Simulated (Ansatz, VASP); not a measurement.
## SiC: VASP beside Ansatz

Contents of INCAR:

```
SYSTEM = SiC
PREC = Accurate
ENCUT = 520
EDIFF = 1E-7
ISMEAR = 0
SIGMA = 0.01
LREAL = .FALSE.
LASPH = .TRUE.
NELM = 100
ALGO = Normal
ISIF = 2
LWAVE = .FALSE.
LCHARG = .TRUE.
GGA = PE
LELF = .TRUE.
LVHAR = .TRUE.
NBANDS = 16
```

The input KPOINTS:

```
regular mesh
0
G
  9 9 4
  0 0 0
```

POSCAR

```
SiC
1.0
    3.0607027017      0.0000000000      0.0000000000
   -1.5303513509      2.6506462931      0.0000000000
    0.0000000000      0.0000000000      5.0230333050
Si C
2 2
Direct
    0.3333333333      0.6666666667      0.4995817067
    0.6666666667      0.3333333333      0.9995817067
    0.3333333333      0.6666666667      0.8754182933
    0.6666666667      0.3333333333      0.3754182933
```

Input for Ansatz:

```yaml
crystal:
  lattice:
    - [3.0607027017, 0.0, 0.0]
    - [-1.5303513509, 2.6506462931, 0.0]
    - [0.0, 0.0, 5.023033305]
  atoms:
    - { symbol: Si, position: [0.3333333333, 0.6666666667, 0.4995817067] }
    - { symbol: Si, position: [0.6666666667, 0.3333333333, 0.9995817067] }
    - { symbol: C, position: [0.3333333333, 0.6666666667, 0.8754182933] }
    - { symbol: C, position: [0.6666666667, 0.3333333333, 0.3754182933] }
kpoints:
  mp_grid: { grid: [9, 9, 4] }
hamiltonian:
  xc: pbe
scf:
  occupations: { method: fixed }
  n_extra_bands: 5
output:
  forces: true
  stress: true
  eigenvalues: true
```

Alike in both runs: task single point; functional PBE; k mesh 9 × 9 × 4; no spin polarisation.

|  | VASP | Ansatz |
| --- | --- | --- |
| version | VASP 6.6.1 | Ansatz 0.2.0 |
| potentials or method | VASP PAW PBE potentials, release 64 (Si, C) | plane waves, PAW |
| plane-wave cutoff (eV) | 520 | 420 |
| occupations | gaussian, width 0.01 eV | fixed |
| valence electrons in the cell | 16 | 16 |

VASP gave:

```
gap on the k mesh at the Fermi level (eV)                     : 2.25
pressure (GPa)                                                : 6.8
traceless stress, the component that is largest in VASP (GPa) : -0.12
```

Q: Which values does Ansatz return?

A: gap on the k mesh at the Fermi level (eV): 2.25; pressure (GPa): 6.9; traceless stress, the component that is largest in VASP (GPa): -0.13.
